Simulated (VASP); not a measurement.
# Cs (Pm-3n) in VASP: single point with LDA

Aim: the single point of Cs with LDA.

Everything below comes from runs of VASP 6.6.1. Logs are shortened: lines on timing, memory, paths and dates and some standing lists are left out, and cuts for length are marked.

### Step 1. The cell of the first run

Symmetry: Pm-3n, No. 223, cubic system. The conventional cell has a = 9.189 Å, b = 9.189 Å, c = 9.189 Å, α = 90.00°, β = 90.00°, γ = 90.00°.

### Step 2. Single point, LDA

File INCAR:

```
SYSTEM = Cs
PREC     = Accurate       ! precision mode
ENCUT    = 520            ! plane-wave cutoff, eV
EDIFF    = 1E-7           ! SCF threshold, eV
ISMEAR   = -1             ! smearing method
SIGMA    = 0.1            ! smearing width, eV
LREAL    = .FALSE.        ! projectors in reciprocal space
LASPH    = .TRUE.         ! aspherical terms in the spheres
NELM     = 60             ! most SCF steps
ALGO     = Normal         ! electronic algorithm
ISIF     = 2              ! what is computed and relaxed
LWAVE    = .FALSE.        ! write WAVECAR
LCHARG   = .FALSE.        ! write CHGCAR
NBANDS   = 46             ! bands
```

File KPOINTS:

```
regular mesh
0
G
  4 4 4
  0 0 0
```

File POSCAR:

```
Cs
1.0
    9.1885964890      0.0000000000      0.0000000000
    0.0000000000      9.1885964890      0.0000000000
    0.0000000000      0.0000000000      9.1885964890
Cs
8
Direct
    0.0000000000      0.0000000000      0.0000000000
    0.5000000000      0.5000000000      0.5000000000
    0.2500000000      0.0000000000      0.5000000000
    0.7500000000      0.0000000000      0.5000000000
    0.5000000000      0.2500000000      0.0000000000
    0.5000000000      0.7500000000      0.0000000000
    1.0000000000      0.5000000000      0.2500000000
    1.0000000000      0.5000000000      0.7500000000
```

Potentials or basis: VASP PAW LDA potentials, release 64 (Cs_sv).

Launch:

```
> cat potpaw_LDA.64/Cs_sv/POTCAR > POTCAR
> mpirun -np 1 vasp_std > vasp.out
```

OUTCAR:

```text
SYSTEM = Cs
   PREC = Accurate
   ENCUT = 520
   EDIFF = 1E-7
   ISMEAR = -1
   LREAL = .FALSE.
   LASPH = .TRUE.
   NELM = 60
   ISIF = 2

 ion  position               nearest neighbor table
   1  0.000  0.000  0.000-
   2  0.500  0.500  0.500-
   3  0.250  0.000  0.500-
   4  0.750  0.000  0.500-
   5  0.500  0.250  0.000-
   6  0.500  0.750  0.000-
   7  0.000  0.500  0.250-
   8  0.000  0.500  0.750-

  LATTYP: Found a simple cubic cell.
 ALAT       =     9.1885964890

  Lattice vectors:

 A1 = (   9.1885964890,   0.0000000000,   0.0000000000)
 A2 = (   0.0000000000,   9.1885964890,   0.0000000000)
 A3 = (   0.0000000000,   0.0000000000,   9.1885964890)

Analysis of symmetry for initial positions (statically):
=====================================================================
 Subroutine PRICEL returns:
 Original cell was already a primitive cell.

 Routine SETGRP: Setting up the symmetry group for a
 simple cubic supercell.

 Subroutine GETGRP returns: Found 48 space group operations
 (whereof 24 operations were pure point group operations)
 out of a pool of 48 trial point group operations.

The static configuration has the point symmetry T_h .
 The point group associated with its full space group is O_h .

Analysis of symmetry for dynamics (positions and initial velocities):
=====================================================================
 Subroutine PRICEL returns:
 Original cell was already a primitive cell.

 Routine SETGRP: Setting up the symmetry group for a
 simple cubic supercell.

 Subroutine GETGRP returns: Found 48 space group operations
 (whereof 24 operations were pure point group operations)
 out of a pool of 48 trial point group operations.

The dynamic configuration has the point symmetry T_h .
 The point group associated with its full space group is O_h .

 Subroutine INISYM returns: Found 48 space group operations
 (whereof 24 operations are pure point group operations),
 and found     1 'primitive' translations

----------------------------------------------------------------------------------------

                                     Primitive cell

  volume of cell :     775.7960

  direct lattice vectors                    reciprocal lattice vectors
     9.188596489  0.000000000  0.000000000     0.108830549  0.000000000  0.000000000
     0.000000000  9.188596489  0.000000000     0.000000000  0.108830549  0.000000000
     0.000000000  0.000000000  9.188596489     0.000000000  0.000000000  0.108830549

  length of vectors
     9.188596489  9.188596489  9.188596489     0.108830549  0.108830549  0.108830549

  position of ions in fractional coordinates (direct lattice)
     0.000000000  0.000000000  0.000000000
     0.500000000  0.500000000  0.500000000
     0.250000000  0.000000000  0.500000000
     0.750000000  0.000000000  0.500000000
     0.500000000  0.250000000  0.000000000
     0.500000000  0.750000000  0.000000000
     0.000000000  0.500000000  0.250000000
     0.000000000  0.500000000  0.750000000

  ion indices of the primitive-cell ions
   primitive index   ion index
                 1           1
                 2           2
                 3           3
                 4           4
                 5           5
                 6           6
                 7           7
                 8           8

----------------------------------------------------------------------------------------

 KPOINTS: regular mesh

Automatic generation of k-mesh.
 Grid dimensions read from file:
 generate k-points for:    4    4    4

 Generating k-lattice:

  Cartesian coordinates                     Fractional coordinates (reciprocal lattice)
     0.027207637  0.000000000  0.000000000     0.250000000  0.000000000  0.000000000
     0.000000000  0.027207637  0.000000000     0.000000000  0.250000000  0.000000000
     0.000000000  0.000000000  0.027207637     0.000000000  0.000000000  0.250000000

  Length of vectors
     0.027207637  0.027207637  0.027207637

  Shift w.r.t. Gamma in fractional coordinates (k-lattice)
     0.000000000  0.000000000  0.000000000

 Subroutine IBZKPT returns following result:
 ===========================================

 Found     10 irreducible k-points:

 Following reciprocal coordinates:
            Coordinates               Weight
  0.000000  0.000000  0.000000      1.000000
  0.250000  0.000000  0.000000      6.000000
  0.500000  0.000000  0.000000      3.000000
  0.250000  0.250000  0.000000     12.000000
  0.500000  0.250000  0.000000     12.000000
  0.500000  0.500000  0.000000      3.000000
  0.250000  0.250000  0.250000      8.000000
  0.500000  0.250000  0.250000     12.000000
  0.500000  0.500000  0.250000      6.000000
  0.500000  0.500000  0.500000      1.000000
   k-points           NKPTS =     10   k-points in BZ     NKDIM =     10   number of bands    NBANDS=     46
   number of dos      NEDOS =    301   number of ions     NIONS =      8
   total plane-waves  NPLWV = 343000
   dimension x,y,z NGX =    70 NGY =   70 NGZ =   70
   dimension x,y,z NGXF=   140 NGYF=  140 NGZF=  140
   ions per type =               8
   NGX,Y,Z   is equivalent  to a cutoff of  12.66, 12.66, 12.66 a.u.
   NGXF,Y,Z  is equivalent  to a cutoff of  25.33, 25.33, 25.33 a.u.
 SYSTEM =  Cs
   PREC   = accura    normal or accurate (medium, high low for compatibility)
   ISTART =      0    job   : 0-new  1-cont  2-samecut
   ICHARG =      2    charge: 1-file 2-atom 10-const
   ISPIN  =      1    spin polarized calculation?
   LNONCOLLINEAR =      F non collinear calculations
   LSORBIT =      F    spin-orbit coupling
   LASPH  =      T    aspherical Exc in radial PAW
   ENCUT  =  520.0 eV  38.22 Ry    6.18 a.u.  17.08 17.08 17.08*2*pi/ulx,y,z
   NELM   =     60;   NELMIN=  2; NELMDL= -5     # of ELM steps
   EDIFF  = 0.1E-06   stopping-criterion for ELM
   LREAL  =      F    real-space projection
   EDIFFG = 0.1E-05   stopping-criterion for IOM
   NSW    =      0    number of steps for IOM
   IBRION =     -1    ionic relax: 0-MD 1-quasi-New 2-CG
   NFREE  =      0    steps in history (QN), initial steepest desc. (CG)
   ISIF   =      2    stress and relaxation
   ISYM   =      2    0-nonsym 1-usesym 2-fastsym
   POTIM  = 0.5000    time-step for ionic-motion
   TEBEG  =    0.0;   TEEND  =   0.0 temperature during run
   PSTRESS=    0.0 pullay stress
   NELECT =      72.0000    total number of electrons
   NUPDOWN=      -1.0000    fix difference up-down
   EMIN   =  10.00;   EMAX   =-10.00  energy-range for DOS
   EFERMI =   0.00;   METHOD = LEGACY
   ISMEAR =    -1;   SIGMA  =   0.10  broadening in eV -4-tet -1-fermi 0-gaus
   EFERMI_NEDOS =   21; number of points for ismear=-14 and -15
   IALGO  =     38    algorithm
   IMIX   =      4    mixing-type and parameters
     AMIX     =   0.40;   BMIX     =  1.00
     AMIX_MAG =   1.60;   BMIX_MAG =  1.00
  volume/ion in A,a.u.               =      96.97       654.42
  Fermi-wavevector in a.u.,A,eV,Ry     =   0.741202  1.400668  7.474771  0.549380
  Thomas-Fermi vector in A             =   1.835786
   LORBIT       =      0    0 simple, 1 ext, 2 COOP (PROOUT), +10 PAW based schemes
   GGA     = CA    functional components
   LHFCALC =     F    Hartree Fock is set to
   AEXX    =    0.0000 exact exchange contribution
   IVDW    =     0    specifies the selected vdW correction
   LEPSILON=     F    determine dielectric tensor
   LRPA    =     F    only Hartree local field effects (RPA)
 non-spin polarized calculation
  energy-cutoff  :      520.00
  volume of cell :      775.80
 maximum number of plane-waves:     20952
 NGX is ok and might be reduce to    70
   NGX = 35   NGY = 35   NGZ = 35

 number of electron      71.9999969 magnetization

 Free energy of the ion-electron system (eV)
  ---------------------------------------------------
  ext. energy  EPLUGINS =         0.00000000
  ---------------------------------------------------
  free energy    TOTEN  =        -8.03811198 eV

  energy without entropy =       -7.71183201  energy(sigma->0) =       -7.87497200

 E-fermi :   0.7347     XC(G=0):  -5.9950

 val. band max:        0.7197145338   @ k =   0.2500   0.0000   0.0000
 cond. band min:       0.7996466917   @ k =   0.5000   0.0000   0.0000
 fundamental gap:      0.0799321579
 Fermi energy:         0.7347211024

 k-point     1 :       0.0000    0.0000    0.0000
  band No.  band energies     occupation
      1     -23.0000      2.00000
      2     -22.9917      2.00000
      3     -22.9917      2.00000
      4     -22.9830      2.00000
      5     -22.9788      2.00000
      6     -22.9727      2.00000
[... 38 lines left out ...]
     45       1.6718      0.00017
     46       1.9026      0.00002

 k-point     2 :       0.2500    0.0000    0.0000
  band No.  band energies     occupation
      1     -22.9982      2.00000
      2     -22.9923      2.00000
      3     -22.9897      2.00000
      4     -22.9833      2.00000
      5     -22.9792      2.00000
      6     -22.9752      2.00000
[... 38 lines left out ...]
     45       1.8527      0.00003
     46       1.8528      0.00003

 k-point     3 :       0.5000    0.0000    0.0000
  band No.  band energies     occupation
      1     -22.9947      2.00000
      2     -22.9947      2.00000
      3     -22.9850      2.00000
      4     -22.9850      2.00000
      5     -22.9793      2.00000
      6     -22.9793      2.00000
[... 38 lines left out ...]
     45       1.9220      0.00001
     46       1.9238      0.00001

 k-point     4 :       0.2500    0.2500    0.0000
  band No.  band energies     occupation
      1     -22.9964      2.00000
      2     -22.9912      2.00000
      3     -22.9892      2.00000
      4     -22.9834      2.00000
      5     -22.9798      2.00000
      6     -22.9758      2.00000
[... 38 lines left out ...]
     45       1.8994      0.00002
     46       1.9547      0.00001

 k-point     5 :       0.5000    0.2500    0.0000
  band No.  band energies     occupation
      1     -22.9940      2.00000
      2     -22.9918      2.00000
      3     -22.9857      2.00000
      4     -22.9839      2.00000
      5     -22.9806      2.00000
      6     -22.9794      2.00000
[... 38 lines left out ...]
     45       1.9759      0.00001
     46       2.0153      0.00001

 k-point     6 :       0.5000    0.5000    0.0000
  band No.  band energies     occupation
      1     -22.9931      2.00000
      2     -22.9864      2.00000
      3     -22.9864      2.00000
      4     -22.9843      2.00000
      5     -22.9816      2.00000
      6     -22.9795      2.00000
[... 38 lines left out ...]
     45       1.9826      0.00001
     46       1.9829      0.00001

 k-point     7 :       0.2500    0.2500    0.2500
  band No.  band energies     occupation
      1     -22.9944      2.00000
      2     -22.9893      2.00000
      3     -22.9893      2.00000
      4     -22.9836      2.00000
      5     -22.9803      2.00000
      6     -22.9758      2.00000
[... 38 lines left out ...]
     45       1.9772      0.00001
     46       2.0329      0.00000

 k-point     8 :       0.5000    0.2500    0.2500
  band No.  band energies     occupation
      1     -22.9911      2.00000
      2     -22.9911      2.00000
      3     -22.9846      2.00000
      4     -22.9846      2.00000
      5     -22.9806      2.00000
      6     -22.9806      2.00000
[... 38 lines left out ...]
     45       2.0535      0.00000
     46       2.0610      0.00000

 k-point     9 :       0.5000    0.5000    0.2500
  band No.  band energies     occupation
      1     -22.9901      2.00000
      2     -22.9854      2.00000
      3     -22.9854      2.00000
      4     -22.9839      2.00000
      5     -22.9820      2.00000
      6     -22.9805      2.00000
[... 38 lines left out ...]
     45       2.0103      0.00001
     46       2.0144      0.00001

 k-point    10 :       0.5000    0.5000    0.5000
  band No.  band energies     occupation
      1     -22.9830      2.00000
      2     -22.9830      2.00000
      3     -22.9829      2.00000
      4     -22.9829      2.00000
      5     -22.9829      2.00000
      6     -22.9829      2.00000
[... 38 lines left out ...]
     45       2.2116      0.00000
     46       2.2117      0.00000

------------------------ aborting loop because EDIFF is reached ----------------------------------------

  FORCE on cell =-STRESS in cart. coord.  units (eV):
  Direction    XX          YY          ZZ          XY          YZ          ZX
  --------------------------------------------------------------------------------------
  -------------------------------------------------------------------------------------
  Total       -0.0373846     -0.0373846     -0.0373846      0.0000000     -0.0000000     -0.0000000
  in kB       -0.0772068     -0.0772068     -0.0772068      0.0000000     -0.0000000     -0.0000000
  external PRESSURE =      -0.0772068 kB  Pullay stress =       0.0000000 kB

 VOLUME and BASIS-vectors are now :
 -----------------------------------------------------------------------------
  energy-cutoff  :      520.00
  volume of cell :      775.80
      direct lattice vectors                 reciprocal lattice vectors
     9.188596489  0.000000000  0.000000000     0.108830549  0.000000000  0.000000000
     0.000000000  9.188596489  0.000000000     0.000000000  0.108830549  0.000000000
     0.000000000  0.000000000  9.188596489     0.000000000  0.000000000  0.108830549

 POSITION                                       TOTAL-FORCE (eV/Angst)
 -----------------------------------------------------------------------------------
      0.00000      0.00000      0.00000         0.000000     -0.000000      0.000000
      4.59430      4.59430      4.59430         0.000000     -0.000000      0.000000
      2.29715      0.00000      4.59430         0.000000     -0.000000     -0.000000
      6.89145      0.00000      4.59430        -0.000000      0.000000      0.000000
      4.59430      2.29715      0.00000        -0.000000     -0.000000     -0.000000
      4.59430      6.89145      0.00000         0.000000     -0.000000      0.000000
      0.00000      4.59430      2.29715         0.000000      0.000000      0.000000
      0.00000      4.59430      6.89145         0.000000     -0.000000      0.000000
 -----------------------------------------------------------------------------------
    total drift:                                0.000000      0.000000     -0.000000

  FREE ENERGIE OF THE ION-ELECTRON SYSTEM (eV)
  ---------------------------------------------------
  free  energy   TOTEN  =        -8.0381119834 eV

  energy  without entropy=       -7.7118320096  energy(sigma->0) =       -7.87497200
```

Run time: 7.3 min. Hardware: 1 thread of Intel Xeon 8259CL, shared host; peak memory 0.6 GiB.

Results:

* Free energy: -8.0381 eV
* Pressure: 0.0 GPa
* Band gap on the k mesh: zero (bands 36 and 37 overlap by 0.31 eV)

Caveat: spin-orbit coupling is left out, which moves the levels of the heavy elements.
